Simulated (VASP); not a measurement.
A run of VASP 6.6.1 is set up as follows.

File INCAR:

```
  PREC = Accurate
  ENCUT = 600
  EDIFF = 1E-8
  ISMEAR = 0
  SIGMA = 0.01
  LREAL = False
  LASPH = True
  NELM = 100
  ALGO = Normal
  ISIF = 3
  LWAVE = False
  LCHARG = False
  IBRION = 6
  NFREE = 2
  POTIM = 0.015
  NSW = 1
```

File KPOINTS:

```
Automatic mesh
0
Gamma
  8 8 4
```

POSCAR

```
ZnO
1.0
    3.1742426808      0.0000000000      0.0000000000
   -1.5871213404      2.7489747994      0.0000000000
    0.0000000000      0.0000000000      5.1314855694
Zn O
2 2
Direct
    0.3333333333      0.6666666667      0.5002774510
    0.6666666667      0.3333333333      0.0002774510
    0.6666666667      0.3333333333      0.3787325490
    0.3333333333      0.6666666667      0.8787325490
```

Potentials or basis: VASP PAW LDA potentials, release 64 (Zn, O).

Command:

```console
$ cat potpaw_LDA.64/Zn/POTCAR potpaw_LDA.64/O/POTCAR > POTCAR
$ mpirun -np 1 vasp_std > vasp.out
```

Q: Predict the Voigt bulk modulus.

A: 172 GPa.

Q: What does it give for the highest phonon frequency at Γ, LO-TO splitting left out?

A: 571 cm⁻¹.

Elastic tensor in Voigt notation (GPa, in the Cartesian axes of the cell as first typed):
```
227 151 137   0   0   0
151 227 137   0   0   0
137 137 245   0   0   0
  0   0   0  35   0   0
  0   0   0   0  35   0
  0   0   0   0   0  38
```

Caveat: the cell is under stress, which shifts elastic constants.
